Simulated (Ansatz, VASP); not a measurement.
## One calculation of BAs, two programs

File INCAR:

```
SYSTEM = BAs
  ALGO = Normal
  EDIFF = 1E-6
  ENCUT = 520
  GGA = PE
  ISIF = 2
  ISMEAR = 0
  LASPH = .True.
  LCHARG = .True.
  LELF = .True.
  LREAL = .False.
  LVHAR = .True.
  LWAVE = .False.
  NBANDS = 11
  NELM = 100
  PREC = Accurate
  SIGMA = 0.01
```

File KPOINTS:

```
k-points
0
Gamma
  10 10 10
  0 0 0
```

The input POSCAR:

```
BAs
1.0
    0.0000000000      2.4205695641      2.4205695641
    2.4205695641      0.0000000000      2.4205695641
    2.4205695641      2.4205695641      0.0000000000
B As
1 1
Direct
    0.0000000000      0.0000000000      0.0000000000
    0.7500000000      0.7500000000      0.7500000000
```

Input for Ansatz:

```yaml
crystal:
  lattice:
    - [0.0, 2.4205695641, 2.4205695641]
    - [2.4205695641, 0.0, 2.4205695641]
    - [2.4205695641, 2.4205695641, 0.0]
  atoms:
    - { symbol: B, position: [0.0, 0.0, 0.0] }
    - { symbol: As, position: [0.75, 0.75, 0.75] }
basis:
  ecutwfc: 420
kpoints:
  mp_grid: { grid: [10, 10, 10] }
hamiltonian:
  xc: pbe
scf:
  occupations: { method: fixed }
output:
  forces: true
  stress: true
  eigenvalues: true
```

Alike in both runs: task single point; functional PBE; k mesh 10 × 10 × 10; no spin polarisation.

|  | VASP | Ansatz |
| --- | --- | --- |
| version | VASP 6.6.1 | Ansatz 0.2.0 |
| potentials or method | VASP PAW PBE potentials, release 64 (B, As), cutoff 520 eV | scalar-relativistic, plane waves, PAW |
| occupations | gaussian, width 0.01 eV | fixed |
| valence electrons in the cell | 8 | 18 |

|  | VASP | Ansatz | Ansatz less VASP |
| --- | --- | --- | --- |
| gap on the k mesh at the Fermi level (eV) | 1.22 | 1.22 | +0.008 |
| least direct gap on the mesh (eV) | 3.23 | 3.23 | +0.004 |
| pressure (GPa) | -2.0 | -2.5 | -0.54 |

VASP's potentials hold 8 valence electrons a cell and Ansatz's 18, so a difference there can come from the potentials and not from the codes.
